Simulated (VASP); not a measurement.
Runs of VASP 6.6.1 on Pd. The structure is that of space group Fm-3m (No. 225), or close to it. The cells are those of the table. 

```csv
task,cell,cutoff (eV),k mesh for the DOS,occupations for the DOS,gap on the mesh (eV),pressure (GPa)
relaxation of cell and atoms,"relaxed from a = 2.717 Å, angles 60.0°, 1 atom",600,-,-,none,0.0
single point,"a = 2.642 Å, angles 60.0°, 1 atom",520,-,-,none,23.9
single point,"a = 2.479 Å, angles 60.0°, 1 atom",520,-,-,none,(b)
single point,"a = 2.716 Å, angles 60.0°, 1 atom",520,-,-,none,(a)
single point,"a = 2.389 Å, angles 60.0°, 1 atom",520,-,-,none,240.4
single point,"a = 2.291 Å, angles 60.0°, 1 atom",520,-,-,none,434.7
```

Alike in all rows: level LDA; potentials or basis VASP PAW LDA potentials, release 64 (Pd); no spin polarisation; k mesh 17 × 17 × 17; smearing fermi-dirac 0.1 eV.

Task: Estimate the missing entries.

Result: (a) 0.3; (b) 128.7.

A k mesh can miss the band edges, and the runs leave out spin-orbit coupling on Pd.

A gap of «none» marks levels without a gap at the run's occupations.
